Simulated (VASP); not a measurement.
# Zr4B (Pm-3m) in VASP: further runs

Runs on Zr4B. Level: PBE. Tasks: single point.

Everything below comes from runs of VASP 6.6.1. Logs are shortened: lines on timing, memory, paths and dates and some standing lists are left out, and cuts for length are marked.

## 1. The cell of the first run

It takes space group Pm-3m (No. 221, cubic). Conventional cell: a = 4.195 Å, b = 4.195 Å, c = 4.195 Å, α = 90.00°, β = 90.00°, γ = 90.00°. Within 2.8 Å of Zr (site symmetry 4/mmm) lie 2 B at 2.10 Å. Zr (site symmetry m-3m) has 12 Zr at 2.97 Å and 8 B at 3.63 Å within 3.9 Å. B (site symmetry m-3m) has 6 Zr at 2.10 Å within 2.8 Å.

## 2. Single point, PBE

Contents of INCAR:

```
SYSTEM = Zr4B
ALGO = Normal ; EDIFF = 1E-6
ENCUT = 520 ; GGA = PE
ISIF = 2 ; ISMEAR = 0
LASPH = .True. ; LCHARG = .False.
LREAL = .False. ; LWAVE = .False.
NBANDS = 34 ; NELM = 100
PREC = Accurate ; SIGMA = 0.1
```

Contents of KPOINTS:

```
k-points
0
Gamma
  4 4 4
  0 0 0
```

Contents of POSCAR:

```
Zr4B
1.0
    4.1945384200      0.0000000000      0.0000000000
    0.0000000000      4.1945384200      0.0000000000
    0.0000000000      0.0000000000      4.1945384200
Zr B
4 1
Direct
    0.5000000000      0.0000000000      0.0000000000
    0.0000000000      0.5000000000      0.0000000000
    0.0000000000      0.0000000000      0.5000000000
    0.5000000000      0.5000000000      0.5000000000
    0.0000000000      0.0000000000      0.0000000000
```

Potentials or basis: VASP PAW PBE potentials, release 64 (Zr_sv, B).

Command:

```
$ cat potpaw_PBE.64/Zr_sv/POTCAR potpaw_PBE.64/B/POTCAR > POTCAR
$ mpirun -np 1 vasp_std > vasp.out
```

OUTCAR:

```text
SYSTEM = Zr4B
   EDIFF = 1E-6
   ENCUT = 520
   GGA = PE
   ISIF = 2
   ISMEAR = 0
   LASPH = .True.
   LREAL = .False.
   NELM = 100
   PREC = Accurate

 ion  position               nearest neighbor table
   1  0.500  0.000  0.000-   5 2.10   5 2.10   4 2.97   2 2.97   3 2.97   4 2.97   2 2.97   4 2.97
                             4 2.97   2 2.97   3 2.97   3 2.97   3 2.97   2 2.97
   2  0.000  0.500  0.000-   5 2.10   5 2.10   4 2.97   1 2.97   3 2.97   4 2.97   1 2.97   3 2.97
                             3 2.97   3 2.97   1 2.97   4 2.97   4 2.97   1 2.97
   3  0.000  0.000  0.500-   5 2.10   5 2.10   4 2.97   1 2.97   1 2.97   2 2.97   2 2.97   2 2.97
                             4 2.97   2 2.97   1 2.97   4 2.97   1 2.97   4 2.97
   4  0.500  0.500  0.500-   1 2.97   2 2.97   3 2.97   1 2.97   2 2.97   1 2.97   3 2.97   1 2.97
                             2 2.97   3 2.97   2 2.97   3 2.97
   5  0.000  0.000  0.000-   1 2.10   2 2.10   3 2.10   3 2.10   2 2.10   1 2.10

  LATTYP: Found a simple cubic cell.
 ALAT       =     4.1945384200

  Lattice vectors:

 A1 = (   4.1945384200,   0.0000000000,   0.0000000000)
 A2 = (   0.0000000000,   4.1945384200,   0.0000000000)
 A3 = (   0.0000000000,   0.0000000000,   4.1945384200)

Analysis of symmetry for initial positions (statically):
=====================================================================
 Subroutine PRICEL returns:
 Original cell was already a primitive cell.

 Routine SETGRP: Setting up the symmetry group for a
 simple cubic supercell.

 Subroutine GETGRP returns: Found 48 space group operations
 (whereof 48 operations were pure point group operations)
 out of a pool of 48 trial point group operations.

The static configuration has the point symmetry O_h .

Analysis of symmetry for dynamics (positions and initial velocities):
=====================================================================
 Subroutine PRICEL returns:
 Original cell was already a primitive cell.

 Routine SETGRP: Setting up the symmetry group for a
 simple cubic supercell.

 Subroutine GETGRP returns: Found 48 space group operations
 (whereof 48 operations were pure point group operations)
 out of a pool of 48 trial point group operations.

The dynamic configuration has the point symmetry O_h .

 Subroutine INISYM returns: Found 48 space group operations
 (whereof 48 operations are pure point group operations),
 and found     1 'primitive' translations

----------------------------------------------------------------------------------------

                                     Primitive cell

  volume of cell :      73.7993

  direct lattice vectors                    reciprocal lattice vectors
     4.194538420  0.000000000  0.000000000     0.238405255  0.000000000  0.000000000
     0.000000000  4.194538420  0.000000000     0.000000000  0.238405255  0.000000000
     0.000000000  0.000000000  4.194538420     0.000000000  0.000000000  0.238405255

  length of vectors
     4.194538420  4.194538420  4.194538420     0.238405255  0.238405255  0.238405255

  position of ions in fractional coordinates (direct lattice)
     0.500000000  0.000000000  0.000000000
     0.000000000  0.500000000  0.000000000
     0.000000000  0.000000000  0.500000000
     0.500000000  0.500000000  0.500000000
     0.000000000  0.000000000  0.000000000

  ion indices of the primitive-cell ions
   primitive index   ion index
                 1           1
                 2           2
                 3           3
                 4           4
                 5           5

----------------------------------------------------------------------------------------

 KPOINTS: k-points

Automatic generation of k-mesh.
 Grid dimensions read from file:
 generate k-points for:    4    4    4

 Generating k-lattice:

  Cartesian coordinates                     Fractional coordinates (reciprocal lattice)
     0.059601314  0.000000000  0.000000000     0.250000000  0.000000000  0.000000000
     0.000000000  0.059601314  0.000000000     0.000000000  0.250000000  0.000000000
     0.000000000  0.000000000  0.059601314     0.000000000  0.000000000  0.250000000

  Length of vectors
     0.059601314  0.059601314  0.059601314

  Shift w.r.t. Gamma in fractional coordinates (k-lattice)
     0.000000000  0.000000000  0.000000000

 Subroutine IBZKPT returns following result:
 ===========================================

 Found     10 irreducible k-points:

 Following reciprocal coordinates:
            Coordinates               Weight
  0.000000  0.000000  0.000000      1.000000
  0.250000  0.000000  0.000000      6.000000
  0.500000  0.000000  0.000000      3.000000
  0.250000  0.250000  0.000000     12.000000
  0.500000  0.250000  0.000000     12.000000
  0.500000  0.500000  0.000000      3.000000
  0.250000  0.250000  0.250000      8.000000
  0.500000  0.250000  0.250000     12.000000
  0.500000  0.500000  0.250000      6.000000
  0.500000  0.500000  0.500000      1.000000
   k-points           NKPTS =     10   k-points in BZ     NKDIM =     10   number of bands    NBANDS=     34
   number of dos      NEDOS =    301   number of ions     NIONS =      5
   total plane-waves  NPLWV =  32768
   dimension x,y,z NGX =    32 NGY =   32 NGZ =   32
   dimension x,y,z NGXF=    64 NGYF=   64 NGZF=   64
   ions per type =               4   1
   NGX,Y,Z   is equivalent  to a cutoff of  12.68, 12.68, 12.68 a.u.
   NGXF,Y,Z  is equivalent  to a cutoff of  25.37, 25.37, 25.37 a.u.
 SYSTEM =  Zr4B
   PREC   = accura    normal or accurate (medium, high low for compatibility)
   ISTART =      0    job   : 0-new  1-cont  2-samecut
   ICHARG =      2    charge: 1-file 2-atom 10-const
   ISPIN  =      1    spin polarized calculation?
   LNONCOLLINEAR =      F non collinear calculations
   LSORBIT =      F    spin-orbit coupling
   LASPH  =      T    aspherical Exc in radial PAW
   ENCUT  =  520.0 eV  38.22 Ry    6.18 a.u.   7.80  7.80  7.80*2*pi/ulx,y,z
   NELM   =    100;   NELMIN=  2; NELMDL= -5     # of ELM steps
   EDIFF  = 0.1E-05   stopping-criterion for ELM
   LREAL  =      F    real-space projection
[... 7 lines left out ...]
   TEBEG  =    0.0;   TEEND  =   0.0 temperature during run
   PSTRESS=    0.0 pullay stress
   NELECT =      51.0000    total number of electrons
   NUPDOWN=      -1.0000    fix difference up-down
   EMIN   =  10.00;   EMAX   =-10.00  energy-range for DOS
   EFERMI =   0.00;   METHOD = LEGACY
   ISMEAR =     0;   SIGMA  =   0.10  broadening in eV -4-tet -1-fermi 0-gaus
   EFERMI_NEDOS =   21; number of points for ismear=-14 and -15
   IALGO  =     38    algorithm
   IMIX   =      4    mixing-type and parameters
     AMIX     =   0.40;   BMIX     =  1.00
     AMIX_MAG =   1.60;   BMIX_MAG =  1.00
  volume/ion in A,a.u.               =      14.76        99.60
  Fermi-wavevector in a.u.,A,eV,Ry     =   1.447374  2.735140 28.502722  2.094891
  Thomas-Fermi vector in A             =   2.565336
   LORBIT       =      0    0 simple, 1 ext, 2 COOP (PROOUT), +10 PAW based schemes
   GGA     = PE    functional components
   LHFCALC =     F    Hartree Fock is set to
   AEXX    =    0.0000 exact exchange contribution
   IVDW    =     0    specifies the selected vdW correction
   LEPSILON=     F    determine dielectric tensor
   LRPA    =     F    only Hartree local field effects (RPA)
 non-spin polarized calculation
 Gauss-broadening in eV      SIGMA  =   0.10
  energy-cutoff  :      520.00
  volume of cell :       73.80
 maximum number of plane-waves:      2008
 NGX is ok and might be reduce to    32
   NGX = 15   NGY = 15   NGZ = 15

 number of electron      51.0000000 magnetization

 Free energy of the ion-electron system (eV)
  ---------------------------------------------------
  ext. energy  EPLUGINS =         0.00000000
  ---------------------------------------------------
  free energy    TOTEN  =       -36.20182630 eV

  energy without entropy =      -36.17792644  energy(sigma->0) =      -36.18987637

 E-fermi :  12.1137     XC(G=0): -12.5690

 val. band max:       12.0953906724   @ k =   0.5000   0.2500   0.2500
 cond. band min:      12.1439504086   @ k =   0.2500   0.2500   0.0000
 fundamental gap:      0.0485597362
 Fermi energy:        12.1136841638

 k-point     1 :       0.0000    0.0000    0.0000
  band No.  band energies     occupation
      1     -35.9295      2.00000
      2     -35.4111      2.00000
      3     -35.1245      2.00000
      4     -35.1245      2.00000
      5     -14.7835      2.00000
      6     -14.7835      2.00000
[... 26 lines left out ...]
     33      18.7063      0.00000
     34      19.1496      0.00000

 k-point     2 :       0.2500    0.0000    0.0000
  band No.  band energies     occupation
      1     -35.8929      2.00000
      2     -35.4037      2.00000
      3     -35.1733      2.00000
      4     -35.1237      2.00000
      5     -14.6281      2.00000
      6     -14.6281      2.00000
[... 26 lines left out ...]
     33      16.8363      0.00000
     34      16.8363      0.00000

 k-point     3 :       0.5000    0.0000    0.0000
  band No.  band energies     occupation
      1     -35.8521      2.00000
      2     -35.3898      2.00000
      3     -35.2328      2.00000
      4     -35.1228      2.00000
      5     -14.2971      2.00000
      6     -14.2971      2.00000
[... 26 lines left out ...]
     33      15.5174      0.00000
     34      15.5174      0.00000
[... 186 lines left out ...]
 k-point     9 :       0.5000    0.5000    0.2500
  band No.  band energies     occupation
      1     -35.8247      2.00000
      2     -35.2562      2.00000
      3     -35.2562      2.00000
      4     -35.2553      2.00000
      5     -14.8985      2.00000
      6     -14.6997      2.00000
[... 26 lines left out ...]
     33      17.2276      0.00000
     34      17.2276      0.00000

 k-point    10 :       0.5000    0.5000    0.5000
  band No.  band energies     occupation
      1     -35.8234      2.00000
      2     -35.2548      2.00000
      3     -35.2548      2.00000
      4     -35.2548      2.00000
      5     -15.1404      2.00000
      6     -14.8860      2.00000
[... 26 lines left out ...]
     33      18.3982      0.00000
     34      18.3982      0.00000

------------------------ aborting loop because EDIFF is reached ----------------------------------------

  FORCE on cell =-STRESS in cart. coord.  units (eV):
  Direction    XX          YY          ZZ          XY          YZ          ZX
  --------------------------------------------------------------------------------------
  -------------------------------------------------------------------------------------
  Total       30.5685886     30.5685886     30.5685886      0.0000000      0.0000000     -0.0000000
  in kB      663.6413523    663.6413523    663.6413523      0.0000000      0.0000000     -0.0000000
  external PRESSURE =     663.6413523 kB  Pullay stress =       0.0000000 kB

 VOLUME and BASIS-vectors are now :
 -----------------------------------------------------------------------------
  energy-cutoff  :      520.00
  volume of cell :       73.80
      direct lattice vectors                 reciprocal lattice vectors
     4.194538420  0.000000000  0.000000000     0.238405255  0.000000000  0.000000000
     0.000000000  4.194538420  0.000000000     0.000000000  0.238405255  0.000000000
     0.000000000  0.000000000  4.194538420     0.000000000  0.000000000  0.238405255

 POSITION                                       TOTAL-FORCE (eV/Angst)
 -----------------------------------------------------------------------------------
      2.09727      0.00000      0.00000         0.000000      0.000000      0.000000
      0.00000      2.09727      0.00000         0.000000      0.000000      0.000000
      0.00000      0.00000      2.09727         0.000000      0.000000      0.000000
      2.09727      2.09727      2.09727         0.000000      0.000000      0.000000
      0.00000      0.00000      0.00000         0.000000      0.000000      0.000000
 -----------------------------------------------------------------------------------
    total drift:                                0.000000      0.000000     -0.000000

  FREE ENERGIE OF THE ION-ELECTRON SYSTEM (eV)
  ---------------------------------------------------
  free  energy   TOTEN  =       -36.2018263028 eV

  energy  without entropy=      -36.1779264377  energy(sigma->0) =      -36.18987637
```

Wall time 10 s (1 thread of Intel Xeon 6975P-C (Granite Rapids), shared host); peak memory 0.17 GiB.

What came out:

```
Free energy : -36.2018 eV
Pressure    : 66.4 GPa
```

Caveat: the k points lie up to 0.37 Å⁻¹ apart.

## 3. Single point, PBE

This run uses another cell than the first one, of 20.68 Å³/atom, 1.401 times its volume.

Contents of INCAR:

```
  ALGO = Normal
  EDIFF = 1E-7
  ENCUT = 520
  GGA = PE
  ISIF = 2
  ISMEAR = 0
  LASPH = T
  LCHARG = F
  LREAL = F
  LWAVE = F
  NBANDS = 34
  NELM = 100
  PREC = Accurate
  SIGMA = 0.1
```

Contents of KPOINTS:

```
k-points
0
Gamma
  4 4 4
```

POSCAR, as its differences from that of step 2:

```diff
@@ -2,5 +2,5 @@
 1.0
-    4.1945384200      0.0000000000      0.0000000000
-    0.0000000000      4.1945384200      0.0000000000
-    0.0000000000      0.0000000000      4.1945384200
+    4.6936595567      0.0000000000      0.0000000000
+    0.0000000000      4.6936595567      0.0000000000
+    0.0000000000      0.0000000000      4.6936595567
 Zr B
```

Potentials or basis: VASP PAW PBE potentials, release 64 (Zr_sv, B).

Command:

```
$ cat potpaw_PBE.64/Zr_sv/POTCAR potpaw_PBE.64/B/POTCAR > POTCAR
$ mpirun -np 1 vasp_std > vasp.out
```

Run time: 20 s. Hardware: 1 thread of Intel Xeon 6975P-C (Granite Rapids), shared host; peak memory 0.2 GiB.

The run converged. Its results:

* Free energy: -41.0704 eV
* Pressure: 0.4 GPa

Levels at points of the mesh, in eV from the Fermi level:
```tsv
k point	band 21	band 22	band 23	band 24	band 25	band 26	band 27	band 28	band 29	band 30
(0.00, 0.00, 0.00)	-1.65	-1.65	-1.65	0.50	0.50	0.50	1.18	1.18	1.18	3.15
(0.50, 0.00, 0.00)	-1.25	-1.12	-1.12	-0.55	-0.47	-0.13	-0.13	1.45	1.79	1.79
(0.50, 0.50, 0.00)	-1.56	-0.65	-0.58	-0.58	-0.17	-0.17	-0.03	0.12	1.20	1.20
(0.50, 0.50, 0.50)	-2.42	-0.48	-0.48	-0.48	0.97	0.97	0.97	1.01	1.01	1.20
```
